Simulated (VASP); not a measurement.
**SiC (Moissanite 3C): single point with r2SCAN**

SiC (Moissanite 3C):

```xyz
2
Lattice="0.0000 1.9522 1.9522 1.9522 0.0000 1.9522 1.9522 1.9522 0.0000" Properties=species:S:1:pos:R:3 pbc="T T T"
Si    0.0000    0.0000    0.0000
C     0.9761    0.9761    0.9761
```

This cell differs from its parent crystal: volume scaled by 0.720.

| Quantity | Value |
| --- | --- |
| Program | VASP 6.6.1 |
| Task | single point |
| Functional | r2SCAN |
| Potentials or basis | VASP PAW PBE potentials, release 64 (Si, C) |
| Cutoff | 520 eV |
| k mesh | 10 × 10 × 10 |
| Occupations | gaussian, width 0.05 eV |
| Spin | no spin polarisation |

| Quantity | Value |
| --- | --- |
| Pressure | 137.5 GPa |
| Band gap on the k mesh | 1.44 eV, indirect (least direct gap 5.39 eV) |

Levels at points of the mesh, in eV from the valence-band top:
| k point | band 1 | band 2 | band 3 | band 4 | band 5 | band 6 | band 7 | band 8 |
| --- | --- | --- | --- | --- | --- | --- | --- | --- |
| (0.00, 0.00, 0.00) | -19.03 | 0.00 | 0.00 | 0.00 | 10.76 | 10.76 | 10.76 | 11.16 |
| (0.50, 0.00, 0.00) | -14.00 | -10.84 | -1.13 | -1.13 | 9.35 | 9.35 | 9.48 | 13.05 |
| (0.50, 0.50, 0.00) | -12.16 | -9.29 | -3.94 | -3.94 | 1.44 | 6.34 | 19.55 | 19.55 |

It took 50 s on 1 thread of Intel(R) Xeon(R) Platinum 8259CL CPU @ 2.50GHz (Skylake/Cascade Lake) (shared host), peak memory 0.13 GiB.

Caveat: the PAW data sets were made with another functional, which shifts forces and pressure a little. A k mesh can miss the band edges.
